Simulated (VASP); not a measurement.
# F (C2/m) in VASP: further runs

The runs below take F through single point, with PBE, r2SCAN.

All numbers are computed with VASP 6.6.1; they aren't measurements. Logs are shortened: lines on timing, memory, paths and dates and some standing lists are left out, and cuts for length are marked.

## (1) The cell of the first run

It takes space group C2/m (No. 12, monoclinic). The conventional cell has a = 5.202 Å, b = 2.983 Å, c = 7.091 Å, α = 90.00°, β = 107.20°, γ = 90.00°. Within 1.9 Å of F (site symmetry m) lie 1 F at 1.40 Å. F (site symmetry m) has 1 F at 1.40 Å within 1.9 Å.

## (2) Single point, PBE

Contents of INCAR:

```
  PREC = Accurate
  ENCUT = 520
  EDIFF = 1E-6
  ISMEAR = -1
  SIGMA = 0.02
  LREAL = False
  LASPH = True
  NELM = 60
  ALGO = Normal
  ISIF = 2
  LWAVE = False
  LCHARG = False
  GGA = PE
  NBANDS = 22
```

Contents of KPOINTS:

```
Automatic mesh
0
Gamma
  10 10 4
```

Contents of POSCAR:

```
F
1.0
    2.6008784203     -1.4917119192     -0.0066657971
    2.6008784203      1.4917119192     -0.0066657971
   -2.0794375002      0.0000000000      6.7794622840
F
4
Direct
    0.5053995766      0.5053995766      0.4025797552
    0.0852977317      0.0852977317      0.0971240918
    0.4946004234      0.4946004234      0.5974202448
    0.9147022683      0.9147022683      0.9028759082
```

Potentials or basis: VASP PAW PBE potentials, release 64 (F).

Run with:

```console
$ cat potpaw_PBE.64/F/POTCAR > POTCAR
$ mpirun -np 1 vasp_std > vasp.out
```

OUTCAR:

```text
PREC = Accurate
   ENCUT = 520
   EDIFF = 1E-6
   ISMEAR = -1
   LREAL = False
   LASPH = True
   NELM = 60
   ISIF = 2
   GGA = PE

 ion  position               nearest neighbor table
   1  0.505  0.505  0.403-   3 1.40
   2  0.085  0.085  0.097-   4 1.40
   3  0.495  0.495  0.597-   1 1.40
   4  0.915  0.915  0.903-   2 1.40

  LATTYP: Found a base centered monoclinic cell.
 ALAT       =     5.2017739244
 B/A-ratio  =     0.5735396966
 C/A-ratio  =     1.3632279586
 COS(beta)  =    -0.2956910867

  Lattice vectors:

 A1 = (   2.6008784203,  -1.4917119192,  -0.0066657971)
 A2 = (   2.6008784203,   1.4917119192,  -0.0066657971)
 A3 = (  -2.0794375002,   0.0000000000,   6.7794622840)

Analysis of symmetry for initial positions (statically):
=====================================================================
 Subroutine PRICEL returns:
 Original cell was already a primitive cell.

 Routine SETGRP: Setting up the symmetry group for a
 base centered monoclinic supercell.

 Subroutine GETGRP returns: Found  4 space group operations
 (whereof  4 operations were pure point group operations)
 out of a pool of  4 trial point group operations.

The static configuration has the point symmetry C_2h.

Analysis of symmetry for dynamics (positions and initial velocities):
=====================================================================
 Subroutine PRICEL returns:
 Original cell was already a primitive cell.

 Routine SETGRP: Setting up the symmetry group for a
 base centered monoclinic supercell.

 Subroutine GETGRP returns: Found  4 space group operations
 (whereof  4 operations were pure point group operations)
 out of a pool of  4 trial point group operations.

The dynamic configuration has the point symmetry C_2h.

 Subroutine INISYM returns: Found  4 space group operations
 (whereof  4 operations are pure point group operations),
 and found     1 'primitive' translations

----------------------------------------------------------------------------------------

                                     Primitive cell

  volume of cell :      52.5640

  direct lattice vectors                    reciprocal lattice vectors
     2.600878420 -1.491711919 -0.006665797     0.192393985 -0.335185362  0.059012242
     2.600878420  1.491711919 -0.006665797     0.192393985  0.335185362  0.059012242
[... 82 lines left out ...]
   ICHARG =      2    charge: 1-file 2-atom 10-const
   ISPIN  =      1    spin polarized calculation?
   LNONCOLLINEAR =      F non collinear calculations
   LSORBIT =      F    spin-orbit coupling
   LASPH  =      T    aspherical Exc in radial PAW
   ENCUT  =  520.0 eV  38.22 Ry    6.18 a.u.   5.57  5.57 13.18*2*pi/ulx,y,z
   NELM   =     60;   NELMIN=  2; NELMDL= -5     # of ELM steps
   EDIFF  = 0.1E-05   stopping-criterion for ELM
   LREAL  =      F    real-space projection
   EDIFFG = 0.1E-04   stopping-criterion for IOM
   NSW    =      0    number of steps for IOM
   IBRION =     -1    ionic relax: 0-MD 1-quasi-New 2-CG
   NFREE  =      0    steps in history (QN), initial steepest desc. (CG)
   ISIF   =      2    stress and relaxation
   ISYM   =      2    0-nonsym 1-usesym 2-fastsym
   POTIM  = 0.5000    time-step for ionic-motion
   TEBEG  =    0.0;   TEEND  =   0.0 temperature during run
   PSTRESS=    0.0 pullay stress
   NELECT =      28.0000    total number of electrons
   NUPDOWN=      -1.0000    fix difference up-down
   EMIN   =  10.00;   EMAX   =-10.00  energy-range for DOS
   EFERMI =   0.00;   METHOD = LEGACY
   ISMEAR =    -1;   SIGMA  =   0.02  broadening in eV -4-tet -1-fermi 0-gaus
   EFERMI_NEDOS =   21; number of points for ismear=-14 and -15
   IALGO  =     38    algorithm
   IMIX   =      4    mixing-type and parameters
     AMIX     =   0.40;   BMIX     =  1.00
     AMIX_MAG =   1.60;   BMIX_MAG =  1.00
  volume/ion in A,a.u.               =      13.14        88.68
  Fermi-wavevector in a.u.,A,eV,Ry     =   1.327083  2.507822 23.961874  1.761148
  Thomas-Fermi vector in A             =   2.456421
   LORBIT       =      0    0 simple, 1 ext, 2 COOP (PROOUT), +10 PAW based schemes
   GGA     = PE    functional components
   LHFCALC =     F    Hartree Fock is set to
   AEXX    =    0.0000 exact exchange contribution
   IVDW    =     0    specifies the selected vdW correction
   LEPSILON=     F    determine dielectric tensor
   LRPA    =     F    only Hartree local field effects (RPA)
 non-spin polarized calculation
  energy-cutoff  :      520.00
  volume of cell :       52.56
 maximum number of plane-waves:      1444
 NGX is ok and might be reduce to    24
   NGX = 11   NGY = 11   NGZ = 27

 number of electron      28.0000001 magnetization

 Free energy of the ion-electron system (eV)
  ---------------------------------------------------
  ext. energy  EPLUGINS =         0.00000000
  ---------------------------------------------------
  free energy    TOTEN  =        -7.15055972 eV

  energy without entropy =       -7.15055972  energy(sigma->0) =       -7.15055972

 E-fermi :  -3.4286     XC(G=0):  -8.5310

 val. band max:       -3.9797964842   @ k =   0.5000   0.5000   0.0000
 cond. band min:      -1.3716382023   @ k =   0.0000   0.0000   0.0000
 fundamental gap:      2.6081582820
 Fermi energy:        -3.4285784841

 k-point     1 :       0.0000    0.0000    0.0000
  band No.  band energies     occupation
      1     -29.5054      2.00000
      2     -29.3164      2.00000
      3     -23.0323      2.00000
      4     -22.5033      2.00000
      5     -11.1517      2.00000
      6      -9.9781      2.00000
[... 589 lines left out ...]
     21      14.0212      0.00000
     22      15.4443      0.00000

 [... further k-points ...]
[... 5 lines left out ...]
  --------------------------------------------------------------------------------------
  -------------------------------------------------------------------------------------
  Total        1.1339972      0.7666849      3.0816968      0.0000000      0.0000000      0.0179080
  in kB       34.5647847     23.3689267     93.9316109      0.0000000      0.0000000      0.5458452
  external PRESSURE =      50.6217741 kB  Pullay stress =       0.0000000 kB

 VOLUME and BASIS-vectors are now :
 -----------------------------------------------------------------------------
  energy-cutoff  :      520.00
  volume of cell :       52.56
      direct lattice vectors                 reciprocal lattice vectors
     2.600878420 -1.491711919 -0.006665797     0.192393985 -0.335185362  0.059012242
     2.600878420  1.491711919 -0.006665797     0.192393985  0.335185362  0.059012242
    -2.079437500  0.000000000  6.779462284     0.000378337  0.000000000  0.147620369

 POSITION                                       TOTAL-FORCE (eV/Angst)
 -----------------------------------------------------------------------------------
      1.79183      0.00000      2.72254         0.315403      0.000000     -0.938739
      0.24173      0.00000      0.65731         0.328012      0.000000      0.940382
      1.33049      0.00000      4.04359        -0.315403      0.000000      0.938739
      2.88058      0.00000      6.10882        -0.328012      0.000000     -0.940382
 -----------------------------------------------------------------------------------
    total drift:                                0.000000      0.000000      0.000000

  FREE ENERGIE OF THE ION-ELECTRON SYSTEM (eV)
  ---------------------------------------------------
  free  energy   TOTEN  =        -7.1505597199 eV

  energy  without entropy=       -7.1505597199  energy(sigma->0) =       -7.15055972
```

OSZICAR:

```text
N       E                     dE             d eps       ncg     rms          rms(c)
DAV:   1     0.166481922233E+03    0.16648E+03   -0.16394E+04  5172   0.122E+03
DAV:   2    -0.158034486344E+01   -0.16806E+03   -0.16242E+03  6772   0.295E+02
DAV:   3    -0.875831783710E+01   -0.71780E+01   -0.71464E+01  6036   0.569E+01
DAV:   4    -0.879797462482E+01   -0.39657E-01   -0.39656E-01  5424   0.488E+00
DAV:   5    -0.879817346118E+01   -0.19884E-03   -0.19884E-03  6024   0.326E-01    0.112E+01
DAV:   6    -0.756459094918E+01    0.12336E+01   -0.45462E-01  5208   0.690E+00    0.631E+00
DAV:   7    -0.715269137150E+01    0.41190E+00   -0.60277E-01  5268   0.743E+00    0.721E-01
DAV:   8    -0.715031649673E+01    0.23749E-02   -0.71775E-02  5610   0.198E+00    0.116E-01
DAV:   9    -0.715048889711E+01   -0.17240E-03   -0.81022E-04  5676   0.223E-01    0.598E-02
DAV:  10    -0.715055904104E+01   -0.70144E-04   -0.87785E-05  5562   0.864E-02    0.172E-02
DAV:  11    -0.715055971988E+01   -0.67884E-06   -0.95805E-06  5700   0.347E-02
   1 F= -.71505597E+01 E0= -.71505597E+01  d E =-.222635E-13
```

stdout:

```text
POSCAR found type information on POSCAR F
 POSCAR found :  1 types and       4 ions
 scaLAPACK will be used
 LDA part: xc-table for (Slater+PW92), standard interpolation
 POSCAR, INCAR and KPOINTS ok, starting setup
 FFT: planning ... GRIDC
 FFT: planning ... GRID_SOFT
 FFT: planning ... GRID
 WAVECAR not read
 entering main loop
```

Wall time 31 s (1 thread of Intel Xeon 6975P-C (Granite Rapids), shared host); peak memory 0.23 GiB.

Results:

```yaml
Free_energy: -7.1506 eV
Pressure: 5.1 GPa
Largest_force: 0.996 eV/Å
Band_gap_on_the_k_mesh: 2.61 eV (least direct gap 2.67 eV)
```

Forces on the atoms (eV/Å):
```
F    0.315  0.000 -0.939
F    0.328  0.000  0.940
F   -0.315  0.000  0.939
F   -0.328  0.000 -0.940
```

Stress tensor (GPa, compression positive):
```
3.46 0.00 0.05
0.00 2.34 0.00
0.05 0.00 9.39
```

Levels at points of the mesh, in eV from the valence-band top:
| k point | band 12 | band 13 | band 14 | band 15 | band 16 | band 17 |
| --- | --- | --- | --- | --- | --- | --- |
| (0.00, 0.00, 0.00) | -0.25 | -0.19 | -0.06 | 2.61 | 3.91 | 9.79 |
| (0.50, 0.00, 0.00) | -0.82 | -0.43 | -0.35 | 3.38 | 3.46 | 14.83 |
| (0.50, 0.50, 0.00) | -0.53 | -0.41 | 0.00 | 3.27 | 3.40 | 14.66 |
| (0.00, 0.00, 0.50) | -0.32 | -0.15 | -0.10 | 3.22 | 3.29 | 10.62 |
| (0.50, 0.00, 0.50) | -0.63 | -0.50 | -0.18 | 3.13 | 3.64 | 15.00 |
| (0.50, 0.50, 0.50) | -0.72 | -0.22 | -0.17 | 3.36 | 3.42 | 14.64 |

Caveat: the cell stands under pressure; this functional lacks dispersion, which holds the molecules together, so the pressure and a relaxed volume are unreliable. A k mesh can miss the band edges.

## (3) Single point, r2SCAN (strain -2.5%)

Contents of POSCAR:

```
F
1.0
    2.5366367233     -1.4548666348     -0.0065011519
    2.5366367233      1.4548666348     -0.0065011519
   -2.0280753939      0.0000000000      6.6120095656
F
4
Direct
    0.5074025435      0.5074025435      0.4005871778
    0.0889859837      0.0889859837      0.0991107146
    0.4925974565      0.4925974565      0.5994128222
    0.9110140163      0.9110140163      0.9008892854
```

Contents of INCAR.step1:

```
SYSTEM = F
PREC = Accurate
ENCUT = 520
ISMEAR = 0
SIGMA = 0.01
LREAL = .FALSE.
LASPH = .TRUE.
NELM = 100
NBANDS = 22
GGA = PE
ALGO = Normal
EDIFF = 1E-4
LWAVE = .TRUE.
LCHARG = .FALSE.
```

Contents of INCAR.step2:

```
SYSTEM = F
PREC = Accurate
ENCUT = 520
EDIFF = 1E-6
ISMEAR = 0
SIGMA = 0.01
LREAL = .FALSE.
LASPH = .TRUE.
NELM = 100
ALGO = Normal
ISIF = 2
LWAVE = .FALSE.
LCHARG = .FALSE.
METAGGA = R2SCAN
LMIXTAU = .TRUE.
NBANDS = 22
ISTART = 1
```

Contents of KPOINTS:

```
Automatic mesh
0
G
  10 10 4
  0 0 0
```

Potentials or basis: VASP PAW PBE potentials, release 64 (F).

Run with:

```console
$ cat potpaw_PBE.64/F/POTCAR > POTCAR
$ cp INCAR.step1 INCAR
$ mpirun -np 1 vasp_std > vasp.out
$ cp INCAR.step2 INCAR
$ mpirun -np 1 vasp_std > vasp.out
```

It took 2.6 min on 1 thread of Intel Xeon 6975P-C (Granite Rapids), shared host; peak memory 0.22 GiB.

Results (log left out):

```
Free energy            : -12.4149 eV
Pressure               : 2.9 GPa
Largest force          : 0.549 eV/Å
Band gap on the k mesh : 3.33 eV (least direct gap 3.41 eV)
```

Forces on the atoms (eV/Å):
```
F    0.188  0.000 -0.516
F    0.194  0.000  0.509
F   -0.188  0.000  0.516
F   -0.194  0.000 -0.509
```

Stress tensor (GPa, compression positive):
```
1.80 0.00 0.05
0.00 1.09 0.00
0.05 0.00 5.86
```

Levels at points of the mesh, in eV from the valence-band top:
```
           k point  band 12  band 13  band 14  band 15  band 16  band 17
(0.00, 0.00, 0.00)    -0.31    -0.24    -0.08     3.33     4.81    11.11
(0.50, 0.00, 0.00)    -0.95    -0.51    -0.42     4.20     4.28    16.32
(0.50, 0.50, 0.00)    -0.60    -0.49     0.00     4.06     4.21    15.92
(0.00, 0.00, 0.50)    -0.40    -0.18    -0.13     4.03     4.10    11.98
(0.50, 0.00, 0.50)    -0.74    -0.57    -0.22     3.90     4.49    16.54
(0.50, 0.50, 0.50)    -0.82    -0.26    -0.21     4.16     4.22    16.04
```

Caveat: the cell differs from its parent crystal (strain -2.5%); the PAW data sets were made with another functional, which shifts forces and pressure a little.

## (4) Single point, r2SCAN (uniaxial z strain -5.7%)

Contents of POSCAR:

```
F
1.0
    2.6008784203     -1.4917119192     -0.0062865132
    2.6008784203      1.4917119192     -0.0062865132
   -2.0794375002      0.0000000000      6.3937108801
F
4
Direct
    0.5116259742      0.5116259742      0.3991181674
    0.0954607547      0.0954607547      0.1000819044
    0.4883740258      0.4883740258      0.6008818326
    0.9045392453      0.9045392453      0.8999180956
```

Contents of INCAR.step1:

```
SYSTEM = F
ALGO     = Normal         ! electronic algorithm
EDIFF    = 1E-4           ! SCF threshold, eV
ENCUT    = 520            ! plane-wave cutoff, eV
GGA      = PE             ! functional
ISMEAR   = 0              ! smearing method
LASPH    = .TRUE.         ! aspherical terms in the spheres
LCHARG   = .FALSE.        ! write CHGCAR
LREAL    = .FALSE.        ! projectors in reciprocal space
LWAVE    = .TRUE.         ! write WAVECAR
NBANDS   = 22             ! bands
NELM     = 100            ! most SCF steps
PREC     = Accurate       ! precision mode
SIGMA    = 0.01           ! smearing width, eV
```

Contents of INCAR.step2:

```
SYSTEM = F
ALGO     = Normal         ! electronic algorithm
EDIFF    = 1E-6           ! SCF threshold, eV
ENCUT    = 520            ! plane-wave cutoff, eV
ISIF     = 2              ! what is computed and relaxed
ISMEAR   = 0              ! smearing method
ISTART   = 1            
LASPH    = .TRUE.         ! aspherical terms in the spheres
LCHARG   = .TRUE.         ! write CHGCAR
LELF     = .TRUE.         ! ELF
LMIXTAU  = .TRUE.       
LREAL    = .FALSE.        ! projectors in reciprocal space
LVHAR    = .TRUE.       
LWAVE    = .FALSE.        ! write WAVECAR
METAGGA  = R2SCAN         ! meta-GGA
NBANDS   = 22             ! bands
NELM     = 100            ! most SCF steps
PREC     = Accurate       ! precision mode
SIGMA    = 0.01           ! smearing width, eV
```

Contents of KPOINTS:

```
k-points
0
G
  10 10 4
  0 0 0
```

Run with:

```console
$ cat potpaw_PBE.64/F/POTCAR > POTCAR
$ cp INCAR.step1 INCAR
$ mpirun -np 1 vasp_std > vasp.out
$ cp INCAR.step2 INCAR
$ mpirun -np 1 vasp_std > vasp.out
```

It took 2.3 min on 1 thread of Intel Xeon 6975P-C (Granite Rapids), shared host; peak memory 0.22 GiB.

It converged, with:

```
Free energy            : -12.4119 eV
Pressure               : 2.9 GPa
Largest force          : 0.553 eV/Å
Band gap on the k mesh : 3.42 eV (least direct gap 3.57 eV)
```

Forces in eV/Å, atoms in the order of the input:
```
F    0.211  0.000 -0.511
F    0.223  0.000  0.495
F   -0.211  0.000  0.511
F   -0.223  0.000 -0.495
```

Stress tensor (GPa, compression positive):
```
1.61 0.00 0.06
0.00 0.51 0.00
0.06 0.00 6.57
```

Levels at points of the mesh, in eV from the valence-band top:
```csv
k point,band 10,band 11,band 12,band 13,band 14,band 15,band 16,band 17,band 18,band 19
"(0.00, 0.00, 0.00)",-3.43,-0.65,-0.40,-0.35,-0.16,3.42,4.76,10.95,13.35,15.13
"(0.50, 0.00, 0.00)",-3.71,-0.90,-0.87,-0.59,-0.46,4.17,4.27,15.98,16.19,18.07
"(0.50, 0.50, 0.00)",-3.64,-0.79,-0.57,-0.47,0.00,4.07,4.19,15.51,16.53,16.73
"(0.00, 0.00, 0.50)",-3.44,-0.60,-0.52,-0.28,-0.22,4.03,4.11,11.88,11.95,17.55
"(0.50, 0.00, 0.50)",-3.58,-1.17,-0.77,-0.53,-0.21,3.91,4.47,16.22,16.30,17.11
"(0.50, 0.50, 0.50)",-3.82,-0.86,-0.71,-0.31,-0.23,4.15,4.22,15.64,16.06,17.93
```

Caveat: the cell differs from its parent crystal (uniaxial z strain -5.7%); the PAW data sets were made with another functional, which shifts forces and pressure a little.

(Continued in part 2 of 2.)
